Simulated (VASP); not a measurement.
# RbBr (Fm-3m) in VASP: G0W0 quasiparticle levels with PBE

Aim: the G0W0 quasiparticle levels of RbBr with PBE.

Program: VASP 6.6.1. These are calculated values, not measurements. Logs are shortened: lines on timing, memory, paths and dates and some standing lists are left out, and cuts for length are marked.

### Step 1. The cell of the first run

It takes space group Fm-3m (No. 225, cubic). Conventional cell: a = 6.922 Å, b = 6.922 Å, c = 6.922 Å, α = 90.00°, β = 90.00°, γ = 90.00°. Within 4.5 Å of Rb (site symmetry m-3m) lie 6 Br at 3.46 Å. Br (site symmetry m-3m) has 6 Rb at 3.46 Å within 4.5 Å.

### Step 2. G0W0 quasiparticle levels, PBE

POSCAR

```
RbBr
1.0
    0.0000000000      3.4608320096      3.4608320096
    3.4608320096      0.0000000000      3.4608320096
    3.4608320096      3.4608320096      0.0000000000
Rb Br
1 1
Direct
    0.0000000000      0.0000000000      0.0000000000
    0.5000000000      0.5000000000      0.5000000000
```

INCAR.step1

```
PREC = Accurate
ENCUT = 500
EDIFF = 1E-8
ISMEAR = 0
SIGMA = 0.01
LREAL = F
LASPH = T
NELM = 60
ALGO = Normal
LWAVE = T
LCHARG = F
GGA = PE
```

INCAR.step2

```
PREC = Accurate
ENCUT = 500
EDIFF = 1E-8
ISMEAR = 0
SIGMA = 0.01
LREAL = F
LASPH = T
NELM = 1
ALGO = Exact
LWAVE = T
LCHARG = F
GGA = PE
NBANDS = 319
LOPTICS = T
ISTART = 1
```

INCAR.step3

```
PREC = Accurate
ENCUT = 500
EDIFF = 1E-8
ISMEAR = 0
SIGMA = 0.01
LREAL = F
LASPH = T
ALGO = EVGW0
LWAVE = F
LCHARG = F
GGA = PE
NELMGW = 1
NBANDS = 319
ENCUTGW = 140.0
NOMEGA = 96
PRECFOCK = Fast
ISTART = 1
NBANDSGW = 16
OMEGAMAX = 20
```

KPOINTS

```
Automatic mesh
0
Gamma
  4 4 4
```

Potentials or basis: VASP PAW PBE potentials, release 64 (Rb_sv_GW, Br_GW).

Launch:

```bash
$ cat potpaw_PBE.64/Rb_sv_GW/POTCAR potpaw_PBE.64/Br_GW/POTCAR > POTCAR
$ cp INCAR.step1 INCAR
$ mpirun -np 1 vasp_std > vasp.out
$ cp INCAR.step2 INCAR
$ mpirun -np 1 vasp_std > vasp.out
$ cp INCAR.step3 INCAR
$ mpirun -np 1 vasp_std > vasp.out
```

OUTCAR:

```text
PREC = Accurate
   ENCUT = 500
   EDIFF = 1E-8
   ISMEAR = 0
   LREAL = F
   LASPH = T
   GGA = PE
   NELMGW = 1
   ENCUTGW = 140.0
   PRECFOCK = Fast
   ISTART = 1

 ion  position               nearest neighbor table
   1  0.000  0.000  0.000-
   2  0.500  0.500  0.500-

  LATTYP: Found a face centered cubic cell.
 ALAT       =     6.9216640192

  Lattice vectors:

 A1 = (   0.0000000000,   3.4608320096,   3.4608320096)
 A2 = (   3.4608320096,   0.0000000000,   3.4608320096)
 A3 = (   3.4608320096,   3.4608320096,   0.0000000000)

Analysis of symmetry for initial positions (statically):
=====================================================================
 Subroutine PRICEL returns:
 Original cell was already a primitive cell.

 Routine SETGRP: Setting up the symmetry group for a
 face centered cubic supercell.

 Subroutine GETGRP returns: Found 48 space group operations
 (whereof 48 operations were pure point group operations)
 out of a pool of 48 trial point group operations.

The static configuration has the point symmetry O_h .

Analysis of symmetry for dynamics (positions and initial velocities):
=====================================================================
 Subroutine PRICEL returns:
 Original cell was already a primitive cell.

 Routine SETGRP: Setting up the symmetry group for a
 face centered cubic supercell.

 Subroutine GETGRP returns: Found 48 space group operations
 (whereof 48 operations were pure point group operations)
 out of a pool of 48 trial point group operations.

The dynamic configuration has the point symmetry O_h .

 Subroutine INISYM returns: Found 48 space group operations
 (whereof 48 operations are pure point group operations),
 and found     1 'primitive' translations

----------------------------------------------------------------------------------------

                                     Primitive cell

  volume of cell :      82.9032

  direct lattice vectors                    reciprocal lattice vectors
     0.000000000  3.460832010  3.460832010    -0.144473930  0.144473930  0.144473930
     3.460832010  0.000000000  3.460832010     0.144473930 -0.144473930  0.144473930
     3.460832010  3.460832010  0.000000000     0.144473930  0.144473930 -0.144473930

  length of vectors
     4.894355565  4.894355565  4.894355565     0.250236186  0.250236186  0.250236186

  position of ions in fractional coordinates (direct lattice)
     0.000000000  0.000000000  0.000000000
     0.500000000  0.500000000  0.500000000

  ion indices of the primitive-cell ions
   primitive index   ion index
                 1           1
                 2           2

----------------------------------------------------------------------------------------

 KPOINTS: Automatic mesh

Automatic generation of k-mesh.
 Grid dimensions read from file:
 generate k-points for:    4    4    4

 Generating k-lattice:

  Cartesian coordinates                     Fractional coordinates (reciprocal lattice)
    -0.036118482  0.036118482  0.036118482     0.250000000  0.000000000  0.000000000
     0.036118482 -0.036118482  0.036118482     0.000000000  0.250000000  0.000000000
     0.036118482  0.036118482 -0.036118482     0.000000000  0.000000000  0.250000000

  Length of vectors
     0.062559047  0.062559047  0.062559047

  Shift w.r.t. Gamma in fractional coordinates (k-lattice)
     0.000000000  0.000000000  0.000000000

 Subroutine IBZKPT returns following result:
 ===========================================

 Found      8 irreducible k-points:

 Following reciprocal coordinates:
            Coordinates               Weight
  0.000000  0.000000  0.000000      1.000000
  0.250000  0.000000  0.000000      8.000000
  0.500000  0.000000  0.000000      4.000000
  0.250000  0.250000  0.000000      6.000000
  0.500000  0.250000  0.000000     24.000000
 -0.250000  0.250000  0.000000     12.000000
  0.500000  0.500000  0.000000      3.000000
 -0.250000  0.500000  0.250000      6.000000
   k-points           NKPTS =      8   k-points in BZ     NKDIM =     64   number of bands    NBANDS=    319
   number of dos      NEDOS =    301   number of ions     NIONS =      2
   total plane-waves  NPLWV =  46656
   dimension x,y,z NGX =    36 NGY =   36 NGZ =   36
   dimension x,y,z NGXF=    72 NGYF=   72 NGZF=   72
   ions per type =               1   1
   NGX,Y,Z   is equivalent  to a cutoff of  12.23, 12.23, 12.23 a.u.
   NGXF,Y,Z  is equivalent  to a cutoff of  24.46, 24.46, 24.46 a.u.
 SYSTEM =  unknown system
   PREC   = accura    normal or accurate (medium, high low for compatibility)
   ISTART =      1    job   : 0-new  1-cont  2-samecut
   ICHARG =      0    charge: 1-file 2-atom 10-const
   ISPIN  =      1    spin polarized calculation?
   LNONCOLLINEAR =      F non collinear calculations
   LSORBIT =      F    spin-orbit coupling
   LASPH  =      T    aspherical Exc in radial PAW
   ENCUT  =  500.0 eV  36.75 Ry    6.06 a.u.   8.92  8.92  8.92*2*pi/ulx,y,z
   NELM   =     60;   NELMIN=  2; NELMDL=  0     # of ELM steps
   EDIFF  = 0.1E-07   stopping-criterion for ELM
   LREAL  =      F    real-space projection
   EDIFFG = 0.1E-06   stopping-criterion for IOM
   NSW    =      0    number of steps for IOM
   IBRION =     -1    ionic relax: 0-MD 1-quasi-New 2-CG
   NFREE  =      0    steps in history (QN), initial steepest desc. (CG)
   ISIF   =      0    stress and relaxation
   ISYM   =      3    0-nonsym 1-usesym 2-fastsym
   POTIM  = 0.5000    time-step for ionic-motion
   TEBEG  =    0.0;   TEEND  =   0.0 temperature during run
   PSTRESS=    0.0 pullay stress
   NELECT =      16.0000    total number of electrons
   NUPDOWN=      -1.0000    fix difference up-down
   EMIN   =  10.00;   EMAX   =-10.00  energy-range for DOS
   EFERMI =   0.00;   METHOD = LEGACY
   ISMEAR =     0;   SIGMA  =   0.01  broadening in eV -4-tet -1-fermi 0-gaus
   EFERMI_NEDOS =   21; number of points for ismear=-14 and -15
   IALGO  =     38    algorithm
   IMIX   =      4    mixing-type and parameters
     AMIX     =   0.40;   BMIX     =  1.00
     AMIX_MAG =   1.60;   BMIX_MAG =  1.00
  volume/ion in A,a.u.               =      41.45       279.73
  Fermi-wavevector in a.u.,A,eV,Ry     =   0.946072  1.787817 12.177932  0.895053
  Thomas-Fermi vector in A             =   2.074035
   LORBIT       =      0    0 simple, 1 ext, 2 COOP (PROOUT), +10 PAW based schemes
   GGA     = PE    functional components
   LHFCALC =     T    Hartree Fock is set to
   PRECFOCK=fast      Normal, Fast or Accurate (Low or Medium for compatibility)
   ENCUT4O =  -1.0   cutoff for four orbital integrals eV
   NKREDX  =     1    reduce k-point grid by
   NKREDY  =     1    reduce k-point grid by
   NKREDZ  =     1    reduce k-point grid by
   AEXX    =    1.0000 exact exchange contribution
   HFSCREEN=    0.0000 screening length (either q_TF or 0.3 A-1)
   HFSCREENC=   0.0000 screening length for correlation (either q_TF or 0.3 A-1)
   ENCUTFOCK=  -1.0 apply spherical cutoff to Coloumb kernel
   IVDW    =     0    specifies the selected vdW correction
   LEPSILON=     F    determine dielectric tensor
   LRPA    =     F    only Hartree local field effects (RPA)
   LRPAFORCE           =     F    calculate RPA forces
   ENCUTGW             = 140.0    cutoff for response function in eV
   ENCUTGWSOFT         = 112.0    soft cutoff for Coulomb kernel in GW response function in eV
   ENCUTLF             =  -1.0    cutoff for local field effects
   NELMGW              =     1    number of iterations in solving QP/BSE equation
   NELMHF              =     1    number of iterations in the inner HF iteration
   NKREDLFX            =     1    NKREDLFY  =   1   NKREDLFZ  =   1
 non-spin polarized calculation
 Gauss-broadening in eV      SIGMA  =   0.01
  energy-cutoff  :      500.00
  volume of cell :       82.90
 maximum number of plane-waves:      2148
  NGX = 20; NGY = 20; NGZ = 20
   NGX = 17   NGY = 17   NGZ = 17
 maximum number of plane-waves:       331

 QP shifts <psi_nk| G(iteration)W_0 |psi_nk>: iteration 1
 for sc-GW calculations column KS-energies equals QP-energies in previous step
 and V_xc(KS)=  KS-energies - (<T + V_ion + V_H > + <T+V_H+V_ion>^1  + <V_x>^1)

 k-point   1 :       0.0000    0.0000    0.0000
  band No.  KS-energies  QP-energies   sigma(KS)   V_xc(KS)     V^pw_x(r,r')   Z            occupation Imag(sigma)

      1     -25.7425     -27.4471     -18.9178     -16.4847     -26.9190       0.7006       2.0000       0.8608
      2     -13.4146     -15.0209     -16.2119     -13.9896     -22.1706       0.7228       2.0000       1.1259
      3      -9.8136     -12.6446     -18.6151     -15.1329     -20.8573       0.8130       2.0000       0.0548
      4      -9.8136     -12.6446     -18.6151     -15.1329     -20.8573       0.8130       2.0000       0.0548
      5      -9.8136     -12.6446     -18.6151     -15.1329     -20.8573       0.8130       2.0000       0.0548
      6      -1.2631      -3.2561     -14.9964     -12.5036     -16.4184       0.7995       2.0000       0.0333
[... 8 lines left out ...]
     15       9.6291       9.7284      -3.9592      -4.0823      -0.6818       0.8064       0.0000      -0.1058
     16      14.3313      16.1072      -8.8478     -11.0685      -4.8056       0.7997       0.0000      -0.1653

 k-point   2 :       0.2500    0.0000    0.0000
  band No.  KS-energies  QP-energies   sigma(KS)   V_xc(KS)     V^pw_x(r,r')   Z            occupation Imag(sigma)

      1     -25.7385     -27.4427     -18.9230     -16.4917     -26.9236       0.7009       2.0000       0.8582
      2     -13.4328     -15.0587     -16.2295     -13.9741     -22.1480       0.7209       2.0000       1.1059
      3      -9.8173     -12.6380     -18.6055     -15.1252     -20.8441       0.8105       2.0000       0.0514
      4      -9.8173     -12.6380     -18.6055     -15.1252     -20.8441       0.8105       2.0000       0.0514
      5      -9.7937     -12.5945     -18.5871     -15.1386     -20.8441       0.8122       2.0000       0.0568
      6      -1.7941      -3.8258     -14.1364     -11.5698     -15.5757       0.7916       2.0000       0.0365
[... 8 lines left out ...]
     15      10.9561      12.0727      -6.7148      -8.0821      -3.0870       0.8166       0.0000      -0.1073
     16      11.7442      12.0529      -4.7915      -5.1665      -1.2461       0.8233       0.0000      -0.2242

 k-point   3 :       0.5000    0.0000    0.0000
  band No.  KS-energies  QP-energies   sigma(KS)   V_xc(KS)     V^pw_x(r,r')   Z            occupation Imag(sigma)

      1     -25.7345     -27.4412     -18.9283     -16.4987     -26.9284       0.7024       2.0000       0.8556
      2     -13.4507     -15.0825     -16.2462     -13.9590     -22.1255       0.7135       2.0000       1.0854
      3      -9.8209     -12.6333     -18.5961     -15.1177     -20.8311       0.8085       2.0000       0.0476
      4      -9.8209     -12.6333     -18.5961     -15.1177     -20.8311       0.8085       2.0000       0.0476
      5      -9.7740     -12.5403     -18.5589     -15.1439     -20.8308       0.8100       2.0000       0.0584
      6      -2.2007      -4.2980     -13.7136     -11.0611     -15.2259       0.7907       2.0000       0.0407
[... 8 lines left out ...]
     15       9.4317      10.6268      -7.0099      -8.4637      -3.3620       0.8221       0.0000      -0.0794
     16       9.9109      11.5772      -8.6287     -10.6911      -4.9334       0.8079       0.0000      -0.0741

 k-point   4 :       0.2500    0.2500    0.0000
  band No.  KS-energies  QP-energies   sigma(KS)   V_xc(KS)     V^pw_x(r,r')   Z            occupation Imag(sigma)

      1     -25.7373     -27.4429     -18.9251     -16.4937     -26.9251       0.7015       2.0000       0.8585
      2     -13.4149     -15.0420     -16.2424     -13.9966     -22.1648       0.7245       2.0000       1.1104
      3      -9.8454     -12.6728     -18.5592     -15.0707     -20.8083       0.8105       2.0000       0.0592
      4      -9.8454     -12.6728     -18.5592     -15.0707     -20.8083       0.8105       2.0000       0.0592
      5      -9.8137     -12.6099     -18.5639     -15.1051     -20.8141       0.8085       2.0000       0.0527
      6      -1.8345      -3.8786     -14.2021     -11.6168     -15.6734       0.7907       2.0000       0.0371
[... 8 lines left out ...]
     15      10.5202      11.8864      -7.7795      -9.4618      -4.0661       0.8121       0.0000      -0.0799
     16      11.5026      12.7647      -7.1882      -8.7344      -3.5691       0.8162       0.0000      -0.1090
[... 24 lines left out ...]
      1     -25.7346     -27.4414     -18.9286     -16.4984     -26.9282       0.7023       2.0000       0.8568
      2     -13.4266     -15.0712     -16.2545     -13.9874     -22.1505       0.7254       2.0000       1.0971
      3      -9.8858     -12.7186     -18.4832     -14.9869     -20.7409       0.8102       2.0000       0.0648
      4      -9.8214     -12.6328     -18.5952     -15.1163     -20.8305       0.8081       2.0000       0.0478
      5      -9.7900     -12.5743     -18.5699     -15.1338     -20.8307       0.8103       2.0000       0.0551
      6      -1.9976      -4.0608     -13.9869     -11.3702     -15.4770       0.7885       2.0000       0.0385
[... 8 lines left out ...]
     15       9.5268      10.9612      -7.8294      -9.5749      -4.2028       0.8218       0.0000      -0.0752
     16      10.5433      11.9135      -7.9084      -9.5893      -4.2842       0.8152       0.0000      -0.0721

 k-point   7 :       0.5000    0.5000    0.0000
  band No.  KS-energies  QP-energies   sigma(KS)   V_xc(KS)     V^pw_x(r,r')   Z            occupation Imag(sigma)

      1     -25.7323     -27.4474     -18.9331     -16.5024     -26.9310       0.7056       2.0000       0.8586
      2     -13.3649     -14.9796     -16.2905     -14.0654     -22.2133       0.7257       2.0000       1.1181
      3      -9.9755     -12.8163     -18.3159     -14.7998     -20.5938       0.8080       2.0000       0.0772
      4      -9.8777     -12.7074     -18.5033     -15.0078     -20.7599       0.8095       2.0000       0.0635
      5      -9.8777     -12.7074     -18.5033     -15.0078     -20.7599       0.8095       2.0000       0.0635
      6      -1.7266      -3.7861     -14.5355     -11.9391     -16.0241       0.7932       2.0000       0.0366
[... 8 lines left out ...]
     15       9.4531      11.0212      -7.6365      -9.5334      -4.1085       0.8266       0.0000      -0.0703
     16      11.0620      11.7305      -6.3345      -7.1719      -2.5955       0.7983       0.0000      -0.1459

 k-point   8 :      -0.2500    0.5000    0.2500
  band No.  KS-energies  QP-energies   sigma(KS)   V_xc(KS)     V^pw_x(r,r')   Z            occupation Imag(sigma)

      1     -25.7322     -27.4475     -18.9328     -16.5028     -26.9312       0.7059       2.0000       0.8575
      2     -13.3894     -15.0230     -16.2827     -14.0365     -22.1877       0.7273       2.0000       1.1068
      3      -9.9265     -12.7632     -18.4084     -14.9032     -20.6753       0.8093       2.0000       0.0704
      4      -9.9265     -12.7632     -18.4084     -14.9032     -20.6753       0.8093       2.0000       0.0704
      5      -9.7985     -12.5927     -18.5990     -15.1423     -20.8466       0.8084       2.0000       0.0507
      6      -1.7259      -3.7643     -14.4158     -11.8413     -15.8894       0.7918       2.0000       0.0371
[... 8 lines left out ...]
     15       9.5944      10.7278      -7.2165      -8.5861      -3.8000       0.8275       0.0000      -0.0662
     16      10.2825      11.2338      -6.6732      -7.8500      -3.0733       0.8084       0.0000      -0.1056
```

Wall time 12 min (1 thread of Intel Xeon Platinum 8488C (Sapphire Rapids), shared host); peak memory 1.2 GiB.

What came out:

```
Quasiparticle gap                                   : 6.84 eV
Least direct quasiparticle gap                      : 6.84 eV
Band gap of the starting levels on the mesh         : 4.28 eV
Least direct gap of the starting levels on the mesh : 4.28 eV
```

Caveat: the k points lie up to 0.39 Å⁻¹ apart; bands, screening cutoff and mesh are small and nothing is extrapolated, so the quasiparticle values aren't converged.
